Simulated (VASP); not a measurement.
# Te (Pm-3m) in VASP: density of states with PBE

Aim: the density of states of Te with PBE.

Everything below comes from runs of VASP 6.6.1. Logs are shortened: lines on timing, memory, paths and dates and some standing lists are left out, and cuts for length are marked.

## (1) The cell of the first run

Symmetry: Pm-3m, No. 221, cubic system. Conventional cell: a = 2.454 Å, b = 2.454 Å, c = 2.454 Å, α = 90.00°, β = 90.00°, γ = 90.00°. Within 3.2 Å of Te (site symmetry m-3m) lie 6 Te at 2.45 Å.

## (2) Density of states, PBE (volume scaled by 0.45)

POSCAR

```
Te
1.0
    2.4540720286      0.0000000000      0.0000000000
    0.0000000000      2.4540720286      0.0000000000
    0.0000000000      0.0000000000      2.4540720286
Te
1
Direct
    0.0000000000      0.0000000000      0.0000000000
```

INCAR.step1

```
PREC = Accurate
ENCUT = 520
EDIFF = 1E-7
ISMEAR = -1
SIGMA = 0.08
LREAL = False
LASPH = True
NELM = 80
ALGO = Normal
ISIF = 2
LWAVE = False
LCHARG = True
GGA = PE
NBANDS = 9
```

KPOINTS.step1

```
Automatic mesh
0
Gamma
  12 12 12
```

INCAR.step2

```
PREC = Accurate
ENCUT = 520
EDIFF = 1E-7
ISMEAR = -5
SIGMA = 0.08
LREAL = False
LASPH = True
NELM = 80
ALGO = Normal
ISIF = 2
LWAVE = False
LCHARG = False
GGA = PE
LORBIT = 10
NBANDS = 9
NEDOS = 2001
ICHARG = 11
```

KPOINTS.step2

```
Automatic mesh
0
Gamma
  18 18 18
```

Potentials or basis: VASP PAW PBE potentials, release 64 (Te).

Run with:

```
$ cat potpaw_PBE.64/Te/POTCAR > POTCAR
$ cp INCAR.step1 INCAR
$ cp KPOINTS.step1 KPOINTS
$ mpirun -np 1 vasp_std > vasp.out
$ cp INCAR.step2 INCAR
$ cp KPOINTS.step2 KPOINTS
$ mpirun -np 1 vasp_std > vasp.out
```

OUTCAR:

```text
PREC = Accurate
   ENCUT = 520
   EDIFF = 1E-7
   ISMEAR = -5
   LREAL = False
   LASPH = True
   NELM = 80
   ISIF = 2
   GGA = PE
   LORBIT = 10
   ICHARG = 11

 ion  position               nearest neighbor table
   1  0.000  0.000  0.000-

  LATTYP: Found a simple cubic cell.
 ALAT       =     2.4540720286

  Lattice vectors:

 A1 = (   2.4540720286,   0.0000000000,   0.0000000000)
 A2 = (   0.0000000000,   2.4540720286,   0.0000000000)
 A3 = (   0.0000000000,   0.0000000000,   2.4540720286)

Analysis of symmetry for initial positions (statically):
=====================================================================
 Subroutine PRICEL returns:
 Original cell was already a primitive cell.

 Routine SETGRP: Setting up the symmetry group for a
 simple cubic supercell.

 Subroutine GETGRP returns: Found 48 space group operations
 (whereof 48 operations were pure point group operations)
 out of a pool of 48 trial point group operations.

The static configuration has the point symmetry O_h .

Analysis of symmetry for dynamics (positions and initial velocities):
=====================================================================
 Subroutine PRICEL returns:
 Original cell was already a primitive cell.

 Routine SETGRP: Setting up the symmetry group for a
 simple cubic supercell.

 Subroutine GETGRP returns: Found 48 space group operations
 (whereof 48 operations were pure point group operations)
 out of a pool of 48 trial point group operations.

The dynamic configuration has the point symmetry O_h .

 Subroutine INISYM returns: Found 48 space group operations
 (whereof 48 operations are pure point group operations),
 and found     1 'primitive' translations

----------------------------------------------------------------------------------------

                                     Primitive cell

  volume of cell :      14.7796

  direct lattice vectors                    reciprocal lattice vectors
     2.454072029  0.000000000  0.000000000     0.407486002  0.000000000  0.000000000
     0.000000000  2.454072029  0.000000000     0.000000000  0.407486002  0.000000000
     0.000000000  0.000000000  2.454072029     0.000000000  0.000000000  0.407486002

  length of vectors
     2.454072029  2.454072029  2.454072029     0.407486002  0.407486002  0.407486002

  position of ions in fractional coordinates (direct lattice)
     0.000000000  0.000000000  0.000000000

  ion indices of the primitive-cell ions
   primitive index   ion index
                 1           1

----------------------------------------------------------------------------------------

 KPOINTS: Automatic mesh

Automatic generation of k-mesh.
 Grid dimensions read from file:
 generate k-points for:   18   18   18

 Generating k-lattice:

  Cartesian coordinates                     Fractional coordinates (reciprocal lattice)
     0.022638111  0.000000000  0.000000000     0.055555556  0.000000000  0.000000000
     0.000000000  0.022638111  0.000000000     0.000000000  0.055555556  0.000000000
     0.000000000  0.000000000  0.022638111     0.000000000  0.000000000  0.055555556

  Length of vectors
     0.022638111  0.022638111  0.022638111

  Shift w.r.t. Gamma in fractional coordinates (k-lattice)
     0.000000000  0.000000000  0.000000000

 TETIRR: Found   2900 inequivalent tetrahedra from    34992

 Subroutine IBZKPT returns following result:
 ===========================================

 Found    220 irreducible k-points:

 Following reciprocal coordinates:
            Coordinates               Weight
  0.000000  0.000000  0.000000      1.000000
  0.055556  0.000000  0.000000      6.000000
  0.111111  0.000000  0.000000      6.000000
  0.166667  0.000000  0.000000      6.000000
  0.222222  0.000000  0.000000      6.000000
  0.277778  0.000000  0.000000      6.000000
[... 16 lines left out ...]
  0.277778  0.111111  0.000000     24.000000
  0.333333  0.111111  0.000000     24.000000
 [... further k-points ...]
   k-points           NKPTS =    220   k-points in BZ     NKDIM =    220   number of bands    NBANDS=      9
   number of dos      NEDOS =   2001   number of ions     NIONS =      1
   total plane-waves  NPLWV =   5832
   dimension x,y,z NGX =    18 NGY =   18 NGZ =   18
   dimension x,y,z NGXF=    36 NGYF=   36 NGZF=   36
   ions per type =               1
   NGX,Y,Z   is equivalent  to a cutoff of  12.19, 12.19, 12.19 a.u.
   NGXF,Y,Z  is equivalent  to a cutoff of  24.39, 24.39, 24.39 a.u.
 SYSTEM =  unknown system
   PREC   = accura    normal or accurate (medium, high low for compatibility)
   ISTART =      0    job   : 0-new  1-cont  2-samecut
   ICHARG =     11    charge: 1-file 2-atom 10-const
   ISPIN  =      1    spin polarized calculation?
   LNONCOLLINEAR =      F non collinear calculations
   LSORBIT =      F    spin-orbit coupling
   LASPH  =      T    aspherical Exc in radial PAW
   ENCUT  =  520.0 eV  38.22 Ry    6.18 a.u.   4.56  4.56  4.56*2*pi/ulx,y,z
   NELM   =     80;   NELMIN=  2; NELMDL=  0     # of ELM steps
   EDIFF  = 0.1E-06   stopping-criterion for ELM
   LREAL  =      F    real-space projection
   EDIFFG = 0.1E-05   stopping-criterion for IOM
   NSW    =      0    number of steps for IOM
   IBRION =     -1    ionic relax: 0-MD 1-quasi-New 2-CG
   NFREE  =      0    steps in history (QN), initial steepest desc. (CG)
   ISIF   =      2    stress and relaxation
   ISYM   =      2    0-nonsym 1-usesym 2-fastsym
   POTIM  = 0.5000    time-step for ionic-motion
   TEBEG  =    0.0;   TEEND  =   0.0 temperature during run
   PSTRESS=    0.0 pullay stress
   NELECT =       6.0000    total number of electrons
   NUPDOWN=      -1.0000    fix difference up-down
   EMIN   =  10.00;   EMAX   =-10.00  energy-range for DOS
   EFERMI =   0.00;   METHOD = LEGACY
   ISMEAR =    -5;   SIGMA  =   0.08  broadening in eV -4-tet -1-fermi 0-gaus
   EFERMI_NEDOS =   21; number of points for ismear=-14 and -15
   IALGO  =     38    algorithm
   IMIX   =      4    mixing-type and parameters
     AMIX     =   0.40;   BMIX     =  1.00
     AMIX_MAG =   1.60;   BMIX_MAG =  1.00
  volume/ion in A,a.u.               =      14.78        99.74
  Fermi-wavevector in a.u.,A,eV,Ry     =   1.212192  2.290710 19.992517  1.469409
  Thomas-Fermi vector in A             =   2.347683
   LORBIT       =     10    0 simple, 1 ext, 2 COOP (PROOUT), +10 PAW based schemes
   GGA     = PE    functional components
   LHFCALC =     F    Hartree Fock is set to
   AEXX    =    0.0000 exact exchange contribution
   IVDW    =     0    specifies the selected vdW correction
   LEPSILON=     F    determine dielectric tensor
   LRPA    =     F    only Hartree local field effects (RPA)
 non-spin polarized calculation
 Fermi weights with tetrahedron method with Bloechl corrections
  energy-cutoff  :      520.00
  volume of cell :       14.78
 maximum number of plane-waves:       432

 number of electron       6.0000000 magnetization

 Free energy of the ion-electron system (eV)
  ---------------------------------------------------
  ext. energy  EPLUGINS =         0.00000000
  ---------------------------------------------------
  free energy    TOTEN  =         3.09555977 eV

  energy without entropy =        3.09555977  energy(sigma->0) =        3.09555977

 E-fermi :  20.9066     XC(G=0): -13.1210

 val. band max:       21.1169037170   @ k =   0.3889   0.1667   0.1667
 cond. band min:      20.8413898659   @ k =   0.5000   0.3333   0.1111
 fundamental gap:     -0.2755138511
 Fermi energy:        20.9065943086

 k-point     1 :       0.0000    0.0000    0.0000
  band No.  band energies     occupation
      1      -1.9007      2.00000
      2      23.0844      0.00000
      3      23.0844      0.00000
      4      23.0844      0.00000
      5      26.7443      0.00000
      6      26.7443      0.00000
      7      31.9742      0.00000
      8      41.4456      0.00000
      9      41.4456      0.00000

 k-point     2 :       0.0556    0.0000    0.0000
  band No.  band energies     occupation
      1      -1.8189      2.00000
      2      21.9125      0.08879
      3      23.1799      0.00000
      4      23.1799      0.00000
      5      26.7839      0.00000
      6      27.6079      0.00000
      7      32.3643      0.00000
      8      40.8046      0.00000
      9      41.1505      0.00000

 k-point     3 :       0.1111    0.0000    0.0000
  band No.  band energies     occupation
      1      -1.5730      2.00000
      2      19.7677      1.96979
      3      23.4630      0.00000
      4      23.4630      0.00000
      5      26.9037      0.00000
      6      28.7257      0.00000
      7      33.6325      0.00000
      8      39.3528      0.00000
      9      40.3962      0.00000

 k-point     4 :       0.1667    0.0000    0.0000
  band No.  band energies     occupation
      1      -1.1627      2.00000
      2      17.4649      2.00000
      3      23.9231      0.00000
      4      23.9231      0.00000
      5      27.1054      0.00000
      6      29.3933      0.00000
      7      35.6521      0.00000
      8      37.7657      0.00000
      9      39.3735      0.00000

 k-point     5 :       0.2222    0.0000    0.0000
  band No.  band energies     occupation
      1      -0.5883      2.00000
      2      15.1813      2.00000
      3      24.5413      0.00000
      4      24.5413      0.00000
      5      27.3923      0.00000
      6      29.8024      0.00000
      7      36.2191      0.00000
      8      38.0281      0.00000
      9      38.2033      0.00000

 k-point     6 :       0.2778    0.0000    0.0000
  band No.  band energies     occupation
      1       0.1484      2.00000
      2      12.9855      2.00000
      3      25.2886      0.00000
      4      25.2886      0.00000
      5      27.7681      0.00000
      6      30.1146      0.00000
      7      34.7781      0.00000
      8      36.9669      0.00000
      9      36.9669      0.00000
[... 169 lines left out ...]
 k-point    21 :       0.1667    0.1111    0.0000
  band No.  band energies     occupation
      1      -0.8358      2.00000
      2      17.7212      2.00000
      3      20.6280      1.32491
      4      24.3067      0.00000
      5      28.2143      0.00000
      6      31.5330      0.00000
      7      35.2664      0.00000
      8      36.5619      0.00000
      9      39.3969      0.00000

 k-point    22 :       0.2222    0.1111    0.0000
  band No.  band energies     occupation
      1      -0.2621      2.00000
      2      15.4696      2.00000
      3      21.1540      0.67316
      4      24.9291      0.00000
      5      28.5319      0.00000
      6      31.9867      0.00000
      7      34.0988      0.00000
      8      38.1888      0.00000
      9      38.4053      0.00000

 k-point    23 :       0.2778    0.1111    0.0000
  band No.  band energies     occupation
      1       0.4734      2.00000
      2      13.2861      2.00000
      3      21.8313      0.15171
      4      25.6826      0.00000
      5      28.9135      0.00000
      6      31.5756      0.00000
      7      33.3893      0.00000
      8      37.1763      0.00000
      9      37.5017      0.00000

 k-point    24 :       0.3333    0.1111    0.0000
  band No.  band energies     occupation
      1       1.3627      2.00000
      2      11.2320      2.00000
      3      22.6222     -0.07673
      4      26.5230      0.00000
      5      29.3638      0.00000
      6      30.3911      0.00000
      7      33.2657      0.00000
      8      35.9572      0.00000
      9      36.7193      0.00000

 [... further k-points ...]
[... 5 lines left out ...]
  --------------------------------------------------------------------------------------
  -------------------------------------------------------------------------------------
  Total       20.2830889     20.2830889     20.2830889      0.0000000      0.0000000     -0.0000000
  in kB     2198.7849684   2198.7849684   2198.7849684      0.0000000      0.0000000     -0.0000000
  external PRESSURE =    2198.7849684 kB  Pullay stress =       0.0000000 kB

 VOLUME and BASIS-vectors are now :
 -----------------------------------------------------------------------------
  energy-cutoff  :      520.00
  volume of cell :       14.78
      direct lattice vectors                 reciprocal lattice vectors
     2.454072029  0.000000000  0.000000000     0.407486002  0.000000000  0.000000000
     0.000000000  2.454072029  0.000000000     0.000000000  0.407486002  0.000000000
     0.000000000  0.000000000  2.454072029     0.000000000  0.000000000  0.407486002

 POSITION                                       TOTAL-FORCE (eV/Angst)
 -----------------------------------------------------------------------------------
      0.00000      0.00000      0.00000         0.000000      0.000000      0.000000
 -----------------------------------------------------------------------------------
    total drift:                                0.000000      0.000000      0.000000

  FREE ENERGIE OF THE ION-ELECTRON SYSTEM (eV)
  ---------------------------------------------------
  free  energy   TOTEN  =         3.0955597748 eV

  energy  without entropy=        3.0955597748  energy(sigma->0) =        3.09555977

 total charge

# of ion       s       p       d       tot
------------------------------------------
    1        1.458   2.256   0.432   4.146
```

It took 17 s on 1 thread of Intel Xeon Platinum 8488C (Sapphire Rapids), shared host; peak memory 0.14 GiB.

Results:

```
Valence electrons inside the program's atomic spheres : Te 4.15
```

Caveat: spin-orbit coupling is left out, which moves the levels of the heavy elements; tetrahedron occupations give inexact forces and stress in metals.
